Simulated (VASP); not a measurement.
Here is a VASP 6.6.1 calculation.

The input INCAR:

```
SYSTEM = C
PREC = Accurate
ENCUT = 600
EDIFF = 1E-6
ISMEAR = 0
SIGMA = 0.01
LREAL = .FALSE.
LASPH = .TRUE.
NELM = 120
ALGO = Normal
ISIF = 2
LWAVE = .FALSE.
LCHARG = .FALSE.
GGA = PS
NBANDS = 11
GGA_COMPAT = .FALSE.
```

The input KPOINTS:

```
regular mesh
0
G
  6 6 6
  0 0 0
```

POSCAR

```
C
1.0
    0.0000000000      1.7768325686      1.7768325686
    1.7768325686      0.0000000000      1.7768325686
    1.7768325686      1.7768325686      0.0000000000
C
2
Direct
    0.0000000000      0.0000000000      0.0000000000
    0.2500000000      0.2500000000      0.2500000000
```

Potentials or basis: VASP PAW PBE potentials, release 64 (C).

Run with:

```console
$ cat potpaw_PBE.64/C/POTCAR > POTCAR
$ mpirun -np 1 vasp_std > vasp.out
```

**Question.** What does it give for the pressure?

**Answer.** 0.6 GPa.

**Question.** What does it give for the band gap on the k mesh?

**Answer.** 4.06 eV, indirect (least direct gap 5.57 eV).

Caveat: the k points lie up to 0.51 Å⁻¹ apart; the PAW data sets were made with another functional, which shifts forces and pressure a little. As with any semilocal functional, this PBEsol gap is likely too small.
